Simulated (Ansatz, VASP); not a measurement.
**One calculation of Bi, two programs**

INCAR

```
ALGO = Normal ; EDIFF = 1E-6
ENCUT = 520 ; GGA = CA
ISIF = 2 ; ISMEAR = -1
LASPH = True ; LCHARG = True
LELF = True ; LREAL = False
LVHAR = True ; LWAVE = False
NBANDS = 14 ; NELM = 100
PREC = Accurate ; SIGMA = 0.1
```

KPOINTS

```
k-points
0
Gamma
  13 13 13
```

File POSCAR:

```
Bi
1.0
    0.0000000000      2.5171354954      2.5171354954
    2.5171354954      0.0000000000      2.5171354954
    2.5171354954      2.5171354954      0.0000000000
Bi
1
Direct
    0.0000000000      0.0000000000      0.0000000000
```

Input for Ansatz:

```yaml
crystal:
  lattice:
    - [0.0, 2.5171354954, 2.5171354954]
    - [2.5171354954, 0.0, 2.5171354954]
    - [2.5171354954, 2.5171354954, 0.0]
  atoms:
    - { symbol: Bi, position: [0.0, 0.0, 0.0] }
hamiltonian:
  xc: lda
  pseudopotentials:
    kind: paw
    azcp:
      Bi: "pseudopotentials/Bi.paw.azcp"
basis:
  ecutwfc: 420
  fft_grid_basis: typed
kpoints:
  mp_grid: { grid: [13, 13, 13], shift: [0, 0, 0] }
magnetization:
  spin_polarized: false
scf:
  occupations: { method: fermi_dirac, width: 0.1 }
  lower_state_search: "off"
output:
  stress: true
```

Alike in both runs: task single point; functional LDA; k mesh 13 × 13 × 13; occupations fermi-dirac, width 0.1 eV; no spin polarisation.

|  | VASP | Ansatz |
| --- | --- | --- |
| version | VASP 6.6.1 | Ansatz 0.2.0 |
| potentials or method | VASP PAW LDA potentials, release 64 (Bi_d), cutoff 520 eV | plane waves (420 eV) with PAW, scalar-relativistic |
| valence electrons in the cell | 15 | 15 |

Ansatz gave:

- pressure (GPa): -4.1

**Question.** Which values does VASP return?

**Answer.** Pressure (GPa): -4.0.

Ansatz warns that its potentials were made for another functional, while VASP's fit it. LDA's correlation is that of Perdew and Zunger in VASP and of Perdew and Wang (1992) in Ansatz.

Neither program's run includes spin-orbit coupling.
